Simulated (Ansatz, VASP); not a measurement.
## Two plane-wave programs on NbSi15

File INCAR:

```
SYSTEM = NbSi15
PREC = Accurate
ENCUT = 500
EDIFF = 1E-6
ISMEAR = 0
SIGMA = 0.05
LREAL = .False.
LASPH = .True.
NELM = 200
ALGO = Normal
ISIF = 2
LWAVE = .False.
LCHARG = .True.
ISPIN = 2
MAGMOM = 0.57 0.01 0 0 0 0 0.01 0 -0.01 -0.01 -0.01 0 -0.01 0 0 0
LORBIT = 11
LMAXMIX = 4
LDAU = .True.
LDAUTYPE = 2
LDAUL = 2 -1
LDAUU = 2 0
LDAUJ = 0 0
LDAUPRINT = 1
GGA = PS
LELF = .True.
LVHAR = .True.
NBANDS = 54
GGA_COMPAT = .False.
```

KPOINTS

```
Automatic mesh
0
Gamma
  3 3 3
  0 0 0
```

POSCAR

```
NbSi15
1.0
    0.0000000000      5.4370000000      5.4370000000
    5.4370000000      0.0000000000      5.4370000000
    5.4370000000      5.4370000000      0.0000000000
Nb Si
1 15
Direct
    0.0000000000      1.0000000000      1.0000000000
    0.9977047786      0.9977047786      0.5022952214
    0.9977047786      0.5022952214      0.9977047786
    0.9977047786      0.5022952214      0.5022952214
    0.5022952214      0.9977047786      0.9977047786
    0.5022952214      0.9977047786      0.5022952214
    0.5022952214      0.5022952214      0.9977047786
    0.5000000000      0.5000000000      0.5000000000
    0.1309364374      0.1309364374      0.1309364374
    0.1309364374      0.1309364374      0.6071906879
    0.1309364374      0.6071906879      0.1309364374
    0.1264862411      0.6245045863      0.6245045863
    0.6071906879      0.1309364374      0.1309364374
    0.6245045863      0.1264862411      0.6245045863
    0.6245045863      0.6245045863      0.1264862411
    0.6245045863      0.6245045863      0.6245045863
```

Input for Ansatz:

```yaml
crystal:
  lattice:
    - [0.0, 5.437, 5.437]
    - [5.437, 0.0, 5.437]
    - [5.437, 5.437, 0.0]
  atoms:
    - { symbol: Nb, position: [0.0, 1.0, 1.0], spin: 1.0 }
    - { symbol: Si, position: [0.9977047786, 0.9977047786, 0.5022952214] }
    - { symbol: Si, position: [0.9977047786, 0.5022952214, 0.9977047786] }
    - { symbol: Si, position: [0.9977047786, 0.5022952214, 0.5022952214] }
    - { symbol: Si, position: [0.5022952214, 0.9977047786, 0.9977047786] }
    - { symbol: Si, position: [0.5022952214, 0.9977047786, 0.5022952214] }
    - { symbol: Si, position: [0.5022952214, 0.5022952214, 0.9977047786] }
    - { symbol: Si, position: [0.5, 0.5, 0.5] }
    - { symbol: Si, position: [0.1309364374, 0.1309364374, 0.1309364374] }
    - { symbol: Si, position: [0.1309364374, 0.1309364374, 0.6071906879] }
    - { symbol: Si, position: [0.1309364374, 0.6071906879, 0.1309364374] }
    - { symbol: Si, position: [0.1264862411, 0.6245045863, 0.6245045863] }
    - { symbol: Si, position: [0.6071906879, 0.1309364374, 0.1309364374] }
    - { symbol: Si, position: [0.6245045863, 0.1264862411, 0.6245045863] }
    - { symbol: Si, position: [0.6245045863, 0.6245045863, 0.1264862411] }
    - { symbol: Si, position: [0.6245045863, 0.6245045863, 0.6245045863] }
basis:
  ecutwfc: 420
  ecutrho_ratio: 4
kpoints:
  mp_grid: { grid: [3, 3, 3] }
hamiltonian:
  xc: pbesol
  hubbard:
    sites:
      - { site: 0, l: d, u_eff: 2.0, starting_ns: [{ spin: up, occupation_matrix: s0up }, { spin: down, occupation_matrix: s0down }] }
    occupation_matrices:
      s0up:
        matrix:
          - [0.02, 0.0, 0.0, 0.0, 0.0]
          - [0.0, 0.02, 0.0, 0.0, 0.0]
          - [0.0, 0.0, 0.02, 0.0, 0.0]
          - [0.0, 0.0, 0.0, 0.02, 0.0]
          - [0.0, 0.0, 0.0, 0.0, 0.97]
      s0down:
        matrix:
          - [0.02, 0.0, 0.0, 0.0, 0.0]
          - [0.0, 0.02, 0.0, 0.0, 0.0]
          - [0.0, 0.0, 0.02, 0.0, 0.0]
          - [0.0, 0.0, 0.0, 0.02, 0.0]
          - [0.0, 0.0, 0.0, 0.0, 0.02]
    ns_hold: { iters: 10 }
scf:
  occupations: { method: gaussian, width: 0.05 }
  lower_state_search: "off"
  max_iter: 150
output:
  forces: true
  stress: true
  eigenvalues: true
  populations: true
  hubbard: { sites: [{ site: 0, l: d }] }
  write_density: true
  write_potential: true
  elf: true
  volumetric_format: npy
magnetization:
  spin_polarized: true
```

Alike in both runs: task single point; functional PBEsol; k mesh 3 × 3 × 3; occupations gaussian, width 0.05 eV; collinear spin; Hubbard terms Nb d U = 2.0 eV.

|  | VASP | Ansatz |
| --- | --- | --- |
| version | VASP 6.6.1 | Ansatz 0.2.0 |
| potentials or method | VASP PAW PBE potentials, release 64 (Nb_sv, Si), cutoff 500 eV | scalar-relativistic, plane waves, PAW |
| valence electrons in the cell | 73 | 73 |

Ansatz gave:

| Item | Value |
| --- | --- |
| gap on the k mesh at the Fermi level (eV) | none |
| pressure (GPa) | 2.6 |
| traceless stress, the component that is largest in VASP (GPa) | -0.39 |
| rms of the force components (eV/Å) | 0.034 |
| net moment per atom (μB) | 0.06 |
| size of the moment on the site where the two differ most (μB) | 0.52 |

Which values does VASP return?

gap on the k mesh at the Fermi level (eV): none; pressure (GPa): 2.4; traceless stress, the component that is largest in VASP (GPa): 0.00; rms of the force components (eV/Å): 0.026; net moment per atom (μB): 0.03; size of the moment on the site where the two differ most (μB): 0.24.

VASP's potentials were made for PBE, not for PBEsol. Site moments also hang on the region over which each program counts them. The programs project onto different local orbitals, so the same U acts differently, and such runs can settle in different states. Atom by atom the forces differ by 0.042 eV/Å (rms over components). A gap of «none» marks a metal or a gap that the smearing closes. Ansatz's warnings: filled band counts differ across k points, specified occupation not kept, symmetry narrowed by occupation matrices.
